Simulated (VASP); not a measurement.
MgTe4, 5 atoms in the cell. Symmetry: R-3m, No. 166, trigonal system. The conventional cell has a = 6.549 Å, b = 6.549 Å, c = 13.445 Å, α = 90.00°, β = 90.00°, γ = 120.00°. Mg (site symmetry -3m) has 6 Te at 2.93 Å within 3.9 Å. Te (site symmetry 2/m) has 2 Mg at 2.93 Å and 6 Te at 3.27 Å within 3.9 Å. Te (site symmetry -3m) has 6 Te at 3.27 Å within 4.3 Å. 

```yaml
Program: VASP 6.6.1
Task: single point
Functional: PBE
Potentials_or_basis: VASP PAW PBE potentials, release 64 (Mg, Te)
Cutoff: 520 eV
k_mesh: 3 × 3 × 3
Occupations: gaussian, width 0.1 eV
Spin: no spin polarisation
Dipole_correction: no
Further_INCAR_settings: ALGO = Normal; EDIFF = 1e-06; NBANDS = 21
```

Potentials or basis: VASP PAW PBE potentials, release 64 (Mg, Te).

The run is started by

```console
$ cat potpaw_PBE.64/Mg/POTCAR potpaw_PBE.64/Te/POTCAR > POTCAR
$ mpirun -np 1 vasp_std > vasp.out
```

Hardware: 1 thread of Intel Xeon 6975P-C (shared host).

Question: Estimate the wall time of this run.

Answer: Wall time 24 s on 1 thread of Intel Xeon 6975P-C (shared host), peak memory 0.31 GiB. Counts: scf iterations 12, k points 6.
